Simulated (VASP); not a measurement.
Crystal: TiO2.

```xyz
6
Lattice="-1.8921 1.8921 4.7573 1.8921 -1.8921 4.7573 1.8921 1.8921 -4.7573" Properties=species:S:1:pos:R:3 pbc="T T T"
Ti    1.8921   -1.8921    4.7573
Ti    0.0000    1.8921    2.3786
O     0.0000    0.0000    1.9800
O     0.0000    0.0000    7.5346
O     1.8921    0.0000   -0.3987
O     1.8921    0.0000    5.1560
```

Base run:

```yaml
Program: VASP 6.6.1
Functional: revPBE
Potentials_or_basis: VASP PAW PBE potentials, release 64 (Ti_sv, O)
Cutoff: 600 eV
k_mesh: 8 × 8 × 8
Occupations: gaussian, width 0.01 eV
Spin: no spin polarisation
```

Its results: band gap on the k mesh 2.17 eV (least direct gap 2.47 eV); pressure 9.0 GPa; largest force 0.171 eV/Å.

**Question.** The run is repeated on the same cell with these changes: functional from revPBE to PBEsol. What comes out?

**Answer.** Band gap on the k mesh 2.09 eV (least direct gap 2.40 eV); pressure -0.5 GPa; largest force 0.011 eV/Å.

PBEsol binds more tightly than revPBE, so the same cell stands under less pressure.

Caveats: the PAW data sets were made with another functional, which shifts forces and pressure a little; the cell stands under pressure (at least some runs).

A k mesh can miss the band edges.
